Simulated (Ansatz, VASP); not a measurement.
# Nb in VASP and in Ansatz

Contents of INCAR:

```
SYSTEM = Nb
PREC     = Accurate       ! precision mode
ENCUT    = 520            ! plane-wave cutoff, eV
EDIFF    = 1E-6           ! SCF threshold, eV
ISMEAR   = -1             ! smearing method
SIGMA    = 0.05           ! smearing width, eV
LREAL    = .FALSE.        ! projectors in reciprocal space
LASPH    = .TRUE.         ! aspherical terms in the spheres
NELM     = 100            ! most SCF steps
ALGO     = Normal         ! electronic algorithm
ISIF     = 2              ! what is computed and relaxed
LWAVE    = .FALSE.        ! write WAVECAR
LCHARG   = .TRUE.         ! write CHGCAR
GGA      = CA             ! functional
LELF     = .TRUE.         ! ELF
LVHAR    = .TRUE.       
NBANDS   = 12             ! bands
```

File KPOINTS:

```
Automatic mesh
0
G
  18 18 18
  0 0 0
```

File POSCAR:

```
Nb
1.0
    0.0000000000      1.7457482590      1.7457482590
    1.7457482590      0.0000000000      1.7457482590
    1.7457482590      1.7457482590      0.0000000000
Nb
1
Direct
    0.0000000000      0.0000000000      0.0000000000
```

Input for Ansatz:

```yaml
crystal:
  lattice:
    - [0.0, 1.745748259, 1.745748259]
    - [1.745748259, 0.0, 1.745748259]
    - [1.745748259, 1.745748259, 0.0]
  atoms:
    - { symbol: Nb, position: [0.0, 0.0, 0.0] }
kpoints:
  mp_grid: { grid: [18, 18, 18] }
scf:
  occupations: { method: fermi_dirac, width: 0.05 }
hamiltonian:
  xc: lda
  pseudopotentials: { kind: all_electron, lapw: { basis_error: 0.001 } }
output:
  forces: true
  stress: true
  eigenvalues: true
  populations: true
```

Change from the starting cell: volume scaled by 0.6, LAPW.

Alike in both runs: task single point; functional LDA; k mesh 18 × 18 × 18; occupations fermi-dirac, width 0.05 eV; no spin polarisation.

|  | VASP | Ansatz |
| --- | --- | --- |
| version | VASP 6.6.1 | Ansatz 0.2.0 |
| potentials or method | VASP PAW LDA potentials, release 64 (Nb_sv), cutoff 520 eV | all-electron LAPW, scalar-relativistic |

```csv
,VASP,Ansatz,Ansatz less VASP
pressure (GPa),222.9,221.6,-1.28
```

LDA's correlation is that of Perdew and Zunger in VASP and of Perdew and Wang (1992) in Ansatz. Both programs put the cell under a high pressure, so it lies far from rest at this level. Ansatz ran all-electron here, and VASP with PAW potentials.

Noted on VASP's run: the cell as given lies far from equilibrium.
